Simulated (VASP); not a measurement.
TaGe4Pt, 6 atoms in the cell. Symmetry: P6/mmm, No. 191, hexagonal system. The conventional cell has a = 3.705 Å, b = 3.705 Å, c = 8.857 Å, α = 90.00°, β = 90.00°, γ = 120.00°. Within 3.6 Å of Ta (site symmetry 6/mmm) lie 12 Ge at 2.70 Å. Within 2.8 Å of Ge (site symmetry 3m) lie 3 Ge at 2.14 Å and 3 Ta at 2.70 Å. Within 4.6 Å of Pt (site symmetry 6/mmm) lie 12 Ge at 3.51 Å and 6 Pt at 3.71 Å and 2 Ta at 4.43 Å. 

| Property | Result |
| --- | --- |
| Program | VASP 6.6.1 |
| Task | relaxation of cell and atoms |
| Functional | PBE |
| Potentials or basis | VASP PAW PBE potentials, release 64 (Ta_pv, Ge_d, Pt) |
| Cutoff | 600 eV |
| k mesh | 5 × 5 × 2 |
| Occupations | gaussian, width 0.2 eV |
| Spin | no spin polarisation |
| Dipole correction | no |
| Further INCAR settings | ALGO = Normal; EDIFF = 1e-07; IBRION = 2; EDIFFG = -0.08; NSW = 36; ISIF = 3 |

Potentials or basis: VASP PAW PBE potentials, release 64 (Ta_pv, Ge_d, Pt).

The run is started by

```sh
$ cat potpaw_PBE.64/Ta_pv/POTCAR potpaw_PBE.64/Ge_d/POTCAR potpaw_PBE.64/Pt/POTCAR > POTCAR
$ mpirun -np 1 vasp_std > vasp.out
```

Hardware: 1 thread of AMD EPYC 9R45 96-Core Processor (Zen 5), on a shared host.

Problem. Estimate the wall time of this run.

Solution. It took 17 min on 1 thread of AMD EPYC 9R45 96-Core Processor (Zen 5), on a shared host, peak memory 0.26 GiB. Counts: scf iterations 336, k points 10, ion steps 30.
